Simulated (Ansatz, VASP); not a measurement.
# Two plane-wave programs on CdSe

```
Cd Se
1.0
     4.30000    0.00000    0.00000
    -2.15000    3.72391    0.00000
     0.00000    0.00000    7.02000
Cd Se
2 2
Direct
  0.33333 0.66667 0.00000
  0.66667 0.33333 0.50000
  0.33333 0.66667 0.38500
  0.66667 0.33333 0.88500
```

Alike in both runs: task relaxation of the atoms; functional r2SCAN; k mesh 9 × 9 × 5; occupations fermi-dirac, width 0.01 eV; no spin polarisation.

|  | VASP | Ansatz |
| --- | --- | --- |
| version | VASP 6.6.1 | Ansatz 0.2.0 |
| potentials or method | VASP PAW PBE potentials, release 64 (Cd, Se) | plane-wave PAW, scalar-relativistic |
| plane-wave cutoff (eV) | 520 | 500 |
| valence electrons in the cell | 36 | 72 |

Ansatz gave:

| Quantity | Value |
| --- | --- |
| gap on the k mesh at the Fermi level, each at its own relaxed structure (eV) | 1.17 |

Question: Estimate VASP's values.

Answer: gap on the k mesh at the Fermi level, each at its own relaxed structure (eV): 1.16.

VASP's potentials were made for PBE, not for r2SCAN. VASP's potentials hold 36 valence electrons a cell and Ansatz's 72, so a difference there can come from the potentials and not from the codes. Ansatz's warnings: stress scf threshold loose.
